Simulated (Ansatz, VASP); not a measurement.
## One calculation of Hg, two programs

```
CELL_PARAMETERS angstrom
6.31820 0.00000 0.00000
0.00000 6.31820 0.00000
0.00000 0.00000 6.31820
ATOMIC_POSITIONS crystal
Hg 0.00000 0.00000 0.00000
Hg 0.50000 0.50000 0.50000
Hg 0.25000 0.00000 0.50000
Hg 0.75000 0.00000 0.50000
Hg 0.50000 0.25000 0.00000
Hg 0.50000 0.75000 0.00000
Hg 0.00000 0.50000 0.25000
Hg 0.00000 0.50000 0.75000
```

Alike in both runs: functional PBE; k mesh 5 × 5 × 5; occupations fermi-dirac, width 0.1 eV; no spin polarisation.

Ansatz relaxed the structure, and its values are those at the end. VASP's run is a single point on that final structure, the one shown.

|  | VASP | Ansatz |
| --- | --- | --- |
| version | VASP 6.6.1 | Ansatz 0.2.0 |
| potentials or method | VASP PAW PBE potentials, release 64 (Hg), cutoff 500 eV | plane waves (420 eV) with PAW, scalar-relativistic |
| valence electrons in the cell | 96 | 160 |

Ansatz gave:

- pressure (GPa): 0.0

Q: What did VASP give for the same quantities?

A: Pressure (GPa): 0.1.

VASP's potentials hold 96 valence electrons a cell and Ansatz's 160, so a difference there can come from the potentials and not from the codes.

Spin-orbit coupling is off throughout.
